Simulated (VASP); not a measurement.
Runs of VASP 6.6.1 on Pd. The structure is that of space group Fd-3m (No. 227), or close to it. The cells are those of the table. 

| task | potentials or basis | cell | cutoff (eV) | second run | gap on the mesh (eV) | pressure (GPa) |
| --- | --- | --- | --- | --- | --- | --- |
| single point | VASP PAW PBE potentials, release 64 (Pd) | a = 3.570 Å, angles 60.0°, 2 atoms | 520 | - | none | (a) |
| single point | VASP PAW PBE potentials, release 64 (Pd) | a = 3.881 Å, angles 60.0°, 2 atoms | 520 | - | none | 10.9 |
| single point | VASP PAW PBE potentials, release 64 (Pd) | a = 3.732 Å, angles 60.0°, 2 atoms | 520 | - | none | (b) |
| single point | VASP PAW PBE potentials, release 64 (Pd) | a = 3.391 Å, angles 60.0°, 2 atoms | 520 | - | none | 148.6 |
| single point | VASP PAW PBE potentials, release 64 (Pd) | a = 2.962 Å, angles 60.0°, 2 atoms | 520 | - | none | 580.7 |
| relaxation of cell and atoms | VASP PAW PBE potentials, release 64 (Pd_sv_GW) | relaxed from a = 3.722 Å, angles 60.0°, 2 atoms | 540 | valence_matched | none | 0.0 |

Alike in all rows: level PBEsol; no spin polarisation; k mesh 12 × 12 × 12; smearing fermi-dirac 0.05 eV.

**Question.** Fill in the values left out.

**Answer.** (a) 71.8; (b) 31.8.

Caveats: the PAW data sets were made with another functional, which shifts forces and pressure a little.

A k mesh can miss the band edges, and the runs leave out spin-orbit coupling on Pd.

A gap of «none» marks levels without a gap at the run's occupations.

The runs don't all hold the same shells in valence.
